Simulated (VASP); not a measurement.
A run of VASP 6.6.1:

File INCAR:

```
  ALGO = Normal
  EDIFF = 1E-7
  ENCUT = 520
  GGA = PE
  ISIF = 2
  ISMEAR = -1
  LASPH = True
  LCHARG = False
  LREAL = False
  LWAVE = False
  NBANDS = 25
  NELM = 60
  PREC = Accurate
  SIGMA = 0.05
```

The input KPOINTS:

```
k-points
0
Gamma
  10 10 6
```

The input POSCAR:

```
CuO
1.0
    3.2418927181      0.0000000000      0.0000000000
   -1.6209463590      2.8075614535      0.0000000000
    0.0000000000      0.0000000000      4.5184047708
Cu O
2 2
Direct
    0.0000000000      0.0000000000      0.0000000000
    0.0000000000      0.0000000000      0.5000000000
    0.3333333333      0.6666666667      0.2500000000
    0.6666666667      0.3333333333      0.7500000000
```

Potentials or basis: VASP PAW PBE potentials, release 64 (Cu, O).

The run is started by

```bash
$ cat potpaw_PBE.64/Cu/POTCAR potpaw_PBE.64/O/POTCAR > POTCAR
$ mpirun -np 1 vasp_std > vasp.out
```

Hardware: 1 thread of Intel(R) Xeon(R) 6975P-C (Granite Rapids), with other jobs on the host.

Task: Estimate the wall time of this run.

Result: Run time: 21 s on 1 thread of Intel(R) Xeon(R) 6975P-C (Granite Rapids), with other jobs on the host, peak memory 0.18 GiB. Counts: scf iterations 16, k points 56.
